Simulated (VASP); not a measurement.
# Au (C2/m) in VASP: single point with LDA

Aim: the single point of Au with LDA.

Program: VASP 6.6.1. These are calculated values, not measurements. Logs are shortened: lines on timing, memory, paths and dates and some standing lists are left out, and cuts for length are marked.

### Step 1. The cell of the first run

It takes space group C2/m (No. 12, monoclinic). Conventional cell: a = 4.973 Å, b = 2.709 Å, c = 2.917 Å, α = 90.00°, β = 122.08°, γ = 90.00°. Within 3.6 Å of Au (site symmetry 2/m) lie 12 Au at 2.71 to 2.97 Å.

### Step 2. Single point, LDA

Contents of INCAR:

```
SYSTEM = Au
ALGO = Fast
EDIFF = 1E-7
ENCUT = 520
GGA = CA
ISIF = 2
ISMEAR = 0
LASPH = .True.
LCHARG = .True.
LELF = .True.
LREAL = .False.
LVHAR = .True.
LWAVE = .False.
NBANDS = 30
NELM = 100
PREC = Accurate
SIGMA = 0.1
```

Contents of KPOINTS:

```
k-points
0
Gamma
  7 7 15
  0 0 0
```

Contents of POSCAR:

```
Au
1.0
    5.2873039334      0.0000000000      0.0000000000
    0.0000000000      5.4182798822      0.0000000000
   -1.7624346445      0.0000000000      2.3248610402
Au
4
Direct
    0.0000000000      0.5000000000      0.0000000000
    0.5000000000      0.7500000000      0.0000000000
    0.0000000000      0.0000000000      0.0000000000
    0.5000000000      0.2500000000      0.0000000000
```

Potentials or basis: VASP PAW LDA potentials, release 64 (Au).

The run is started by

```
> cat potpaw_LDA.64/Au/POTCAR > POTCAR
> mpirun -np 1 vasp_std > vasp.out
```

OUTCAR:

```text
SYSTEM = Au
   EDIFF = 1E-7
   ENCUT = 520
   GGA = CA
   ISIF = 2
   ISMEAR = 0
   LASPH = .True.
   LREAL = .False.
   NELM = 100
   PREC = Accurate

 ion  position               nearest neighbor table
   1  0.000  0.500  0.000-   3 2.71   3 2.71   2 2.83   4 2.83   2 2.83   4 2.83   2 2.97   4 2.97
                             4 2.97   2 2.97
   2  0.500  0.750  0.000-   4 2.71   4 2.71   1 2.83   3 2.83   1 2.83   3 2.83   1 2.97   3 2.97
                             1 2.97   3 2.97
   3  0.000  0.000  0.000-   1 2.71   1 2.71   2 2.83   4 2.83   2 2.83   4 2.83   2 2.97   4 2.97
                             4 2.97   2 2.97
   4  0.500  0.250  0.000-   2 2.71   2 2.71   1 2.83   3 2.83   1 2.83   3 2.83   1 2.97   3 2.97
                             3 2.97   1 2.97

  LATTYP: Found a simple monoclinic cell.
 ALAT       =     2.9173883410
 B/A-ratio  =     1.8572364214
 C/A-ratio  =     1.4473633127
 COS(beta)  =    -0.0655402539

  Lattice vectors:

 A1 = (  -1.7624346445,   0.0000000000,   2.3248610402)
 A2 = (   0.0000000000,  -5.4182798822,   0.0000000000)
 A3 = (   3.5248692889,   0.0000000000,   2.3248610402)

Analysis of symmetry for initial positions (statically):
=====================================================================
 Subroutine PRICEL returns following result:

  LATTYP: Found a base centered monoclinic cell.
 ALAT       =     4.9725336903
 B/A-ratio  =     0.5448208318
 C/A-ratio  =     0.5867005681
 COS(beta)  =    -0.5310458242

  Lattice vectors:

 A1 = (  -0.8812173222,   1.3545699706,  -2.3248610402)
 A2 = (  -0.8812173222,  -1.3545699706,  -2.3248610402)
 A3 = (  -1.7624346445,   0.0000000000,   2.3248610402)

   4 primitive cells build up your supercell.

 Routine SETGRP: Setting up the symmetry group for a
 simple monoclinic supercell.

 Subroutine GETGRP returns: Found  4 space group operations
 (whereof  4 operations were pure point group operations)
 out of a pool of  4 trial point group operations.

The static configuration has the point symmetry C_2h.

Analysis of symmetry for dynamics (positions and initial velocities):
=====================================================================
 Subroutine PRICEL returns following result:

  LATTYP: Found a base centered monoclinic cell.
 ALAT       =     4.9725336903
 B/A-ratio  =     0.5448208318
 C/A-ratio  =     0.5867005681
 COS(beta)  =    -0.5310458242

  Lattice vectors:

 A1 = (  -0.8812173222,   1.3545699706,  -2.3248610402)
 A2 = (  -0.8812173222,  -1.3545699706,  -2.3248610402)
 A3 = (  -1.7624346445,   0.0000000000,   2.3248610402)

   4 primitive cells build up your supercell.

 Routine SETGRP: Setting up the symmetry group for a
 simple monoclinic supercell.

 Subroutine GETGRP returns: Found  4 space group operations
 (whereof  4 operations were pure point group operations)
 out of a pool of  4 trial point group operations.

The dynamic configuration has the point symmetry C_2h.

 Subroutine INISYM returns: Found  4 space group operations
 (whereof  4 operations are pure point group operations),
 and found     4 'primitive' translations

----------------------------------------------------------------------------------------

                                     Primitive cell

  volume of cell :      16.6507

  direct lattice vectors                    reciprocal lattice vectors
    -0.881217322  1.354569971 -2.324861040    -0.189132309  0.369120836 -0.143377745
    -0.881217322 -1.354569971 -2.324861040    -0.189132309 -0.369120836 -0.143377745
    -1.762434645  0.000000000  2.324861040    -0.378264618  0.000000000  0.143377745

  length of vectors
     2.831321711  2.831321711  2.917388341     0.438837555  0.438837555  0.404526017

  position of ions in fractional coordinates (direct lattice)
     0.000000000  0.000000000  0.000000000

  ion indices of the primitive-cell ions
   primitive index   ion index
                 1           1

----------------------------------------------------------------------------------------

 KPOINTS: k-points

Automatic generation of k-mesh.
 Grid dimensions read from file:
 generate k-points for:    7    7   15

 Generating k-lattice:

  Cartesian coordinates                     Fractional coordinates (reciprocal lattice)
     0.027018901  0.000000000  0.020482535     0.142857143  0.000000000 -0.000000000
     0.000000000  0.026365774  0.000000000     0.000000000  0.142857143  0.000000000
     0.000000000  0.000000000  0.028675549     0.000000000  0.000000000  0.066666667

  Length of vectors
     0.033905092  0.026365774  0.028675549

  Shift w.r.t. Gamma in fractional coordinates (k-lattice)
     0.000000000  0.000000000  0.000000000

 Subroutine IBZKPT returns following result:
 ===========================================

 Found    212 irreducible k-points:

 Following reciprocal coordinates:
            Coordinates               Weight
  0.000000  0.000000  0.000000      1.000000
  0.142857  0.000000 -0.000000      2.000000
  0.285714  0.000000  0.000000      2.000000
  0.428571  0.000000  0.000000      2.000000
  0.000000  0.142857  0.000000      2.000000
  0.142857  0.142857 -0.000000      4.000000
[... 16 lines left out ...]
 -0.142857  0.000000  0.066667      2.000000
  0.000000  0.142857  0.066667      4.000000
 [... further k-points ...]
   k-points           NKPTS =    212   k-points in BZ     NKDIM =    212   number of bands    NBANDS=     30
   number of dos      NEDOS =    301   number of ions     NIONS =      4
   total plane-waves  NPLWV =  38400
   dimension x,y,z NGX =    40 NGY =   40 NGZ =   24
   dimension x,y,z NGXF=    80 NGYF=   80 NGZF=   48
   ions per type =               4
   NGX,Y,Z   is equivalent  to a cutoff of  12.58, 12.27, 13.68 a.u.
   NGXF,Y,Z  is equivalent  to a cutoff of  25.15, 24.55, 27.35 a.u.
 SYSTEM =  Au
   PREC   = accura    normal or accurate (medium, high low for compatibility)
   ISTART =      0    job   : 0-new  1-cont  2-samecut
   ICHARG =      2    charge: 1-file 2-atom 10-const
   ISPIN  =      1    spin polarized calculation?
   LNONCOLLINEAR =      F non collinear calculations
   LSORBIT =      F    spin-orbit coupling
   LASPH  =      T    aspherical Exc in radial PAW
   ENCUT  =  520.0 eV  38.22 Ry    6.18 a.u.   9.83 10.07  5.42*2*pi/ulx,y,z
   NELM   =    100;   NELMIN=  2; NELMDL= -5     # of ELM steps
   EDIFF  = 0.1E-06   stopping-criterion for ELM
   LREAL  =      F    real-space projection
   EDIFFG = 0.1E-05   stopping-criterion for IOM
   NSW    =      0    number of steps for IOM
   IBRION =     -1    ionic relax: 0-MD 1-quasi-New 2-CG
   NFREE  =      0    steps in history (QN), initial steepest desc. (CG)
   ISIF   =      2    stress and relaxation
   ISYM   =      2    0-nonsym 1-usesym 2-fastsym
   POTIM  = 0.5000    time-step for ionic-motion
   TEBEG  =    0.0;   TEEND  =   0.0 temperature during run
   PSTRESS=    0.0 pullay stress
   NELECT =      44.0000    total number of electrons
   NUPDOWN=      -1.0000    fix difference up-down
   EMIN   =  10.00;   EMAX   =-10.00  energy-range for DOS
   EFERMI =   0.00;   METHOD = LEGACY
   ISMEAR =     0;   SIGMA  =   0.10  broadening in eV -4-tet -1-fermi 0-gaus
   EFERMI_NEDOS =   21; number of points for ismear=-14 and -15
   IALGO  =     68    algorithm
   IMIX   =      4    mixing-type and parameters
     AMIX     =   0.40;   BMIX     =  1.00
     AMIX_MAG =   1.60;   BMIX_MAG =  1.00
  volume/ion in A,a.u.               =      16.65       112.36
  Fermi-wavevector in a.u.,A,eV,Ry     =   1.425809  2.694389 27.659727  2.032933
  Thomas-Fermi vector in A             =   2.546154
   LORBIT       =      0    0 simple, 1 ext, 2 COOP (PROOUT), +10 PAW based schemes
   GGA     = CA    functional components
   LHFCALC =     F    Hartree Fock is set to
   AEXX    =    0.0000 exact exchange contribution
   IVDW    =     0    specifies the selected vdW correction
   LEPSILON=     F    determine dielectric tensor
   LRPA    =     F    only Hartree local field effects (RPA)
 non-spin polarized calculation
 RMM-DIIS sequential band-by-band and
 Gauss-broadening in eV      SIGMA  =   0.10
  energy-cutoff  :      520.00
  volume of cell :       66.60
 maximum number of plane-waves:      1818
   NGX = 19   NGY = 21   NGZ = 11

 number of electron      43.9999995 magnetization

 Free energy of the ion-electron system (eV)
  ---------------------------------------------------
  ext. energy  EPLUGINS =         0.00000000
  ---------------------------------------------------
  free energy    TOTEN  =       -17.67080439 eV

  energy without entropy =      -17.66641875  energy(sigma->0) =      -17.66861157

 E-fermi :   9.7109     XC(G=0): -13.1106

 val. band max:        9.7009382481   @ k =   0.4286   0.1429   0.4667
 cond. band min:       9.7194305912   @ k =   0.2857   0.2857   0.3333
 fundamental gap:      0.0184923432
 Fermi energy:         9.7109081806

 k-point     1 :       0.0000    0.0000    0.0000
  band No.  band energies     occupation
      1      -0.4903      2.00000
      2       2.1775      2.00000
      3       2.7067      2.00000
      4       3.7554      2.00000
      5       3.7554      2.00000
      6       3.9902      2.00000
[... 22 lines left out ...]
     29      20.0224      0.00000
     30      20.0224      0.00000

 k-point     2 :       0.1429    0.0000   -0.0000
  band No.  band energies     occupation
      1      -0.2671      2.00000
      2       2.2315      2.00000
      3       2.7906      2.00000
      4       3.0728      2.00000
      5       3.0728      2.00000
      6       4.1694      2.00000
[... 22 lines left out ...]
     29      21.6267      0.00000
     30      21.6267      0.00000

 k-point     3 :       0.2857    0.0000    0.0000
  band No.  band energies     occupation
      1       0.3737      2.00000
      2       2.3178      2.00000
      3       2.5095      2.00000
      4       2.5095      2.00000
      5       3.0153      2.00000
      6       3.9594      2.00000
[... 682 lines left out ...]
     29      20.6086      0.00000
     30      20.6086      0.00000

 k-point    24 :       0.0000    0.1429    0.0667
  band No.  band energies     occupation
      1      -0.1887      2.00000
      2       2.3782      2.00000
      3       2.8561      2.00000
      4       3.0236      2.00000
      5       3.6651      2.00000
      6       4.1384      2.00000
[... 22 lines left out ...]
     29      19.2237      0.00000
     30      21.3952      0.00000

 [... further k-points ...]

------------------------ aborting loop because EDIFF is reached ----------------------------------------

  FORCE on cell =-STRESS in cart. coord.  units (eV):
  Direction    XX          YY          ZZ          XY          YZ          ZX
  --------------------------------------------------------------------------------------
  -------------------------------------------------------------------------------------
  Total       -1.5661792      3.3249337     -0.0066785      0.0000000      0.0000000      0.5094643
  in kB      -37.6755258     79.9835839     -0.1606557      0.0000000      0.0000000     12.2555177
  external PRESSURE =      14.0491341 kB  Pullay stress =       0.0000000 kB

 VOLUME and BASIS-vectors are now :
 -----------------------------------------------------------------------------
  energy-cutoff  :      520.00
  volume of cell :       66.60
      direct lattice vectors                 reciprocal lattice vectors
     5.287303933  0.000000000  0.000000000     0.189132309  0.000000000  0.143377745
     0.000000000  5.418279882  0.000000000     0.000000000  0.184560418  0.000000000
    -1.762434645  0.000000000  2.324861040     0.000000000  0.000000000  0.430133235

 POSITION                                       TOTAL-FORCE (eV/Angst)
 -----------------------------------------------------------------------------------
      0.00000      2.70914      0.00000         0.000000      0.000000      0.000000
      2.64365      4.06371      0.00000        -0.000000      0.000000      0.000000
      0.00000      0.00000      0.00000         0.000000     -0.000000     -0.000000
      2.64365      1.35457      0.00000        -0.000000     -0.000000     -0.000000
 -----------------------------------------------------------------------------------
    total drift:                                0.000000     -0.000000     -0.000000

  FREE ENERGIE OF THE ION-ELECTRON SYSTEM (eV)
  ---------------------------------------------------
  free  energy   TOTEN  =       -17.6708043941 eV

  energy  without entropy=      -17.6664187520  energy(sigma->0) =      -17.66861157
```

Run time: 9.1 min. Hardware: 1 thread of Intel Xeon 8259CL, shared host; peak memory 0.4 GiB.

What came out:

- Free energy: -17.6708 eV
- Pressure: 1.4 GPa
- Band gap on the k mesh: zero (bands 22 and 23 overlap by 4.11 eV)

Levels at points of the mesh, in eV from the Fermi level:
| k point | band 19 | band 20 | band 21 | band 22 | band 23 | band 24 | band 25 | band 26 |
| --- | --- | --- | --- | --- | --- | --- | --- | --- |
| (0.00, 0.00, 0.00) | -2.07 | -1.77 | -1.61 | 0.23 | 0.65 | 0.65 | 5.03 | 8.19 |

Caveat: spin-orbit coupling is left out, which moves the levels of the heavy elements.
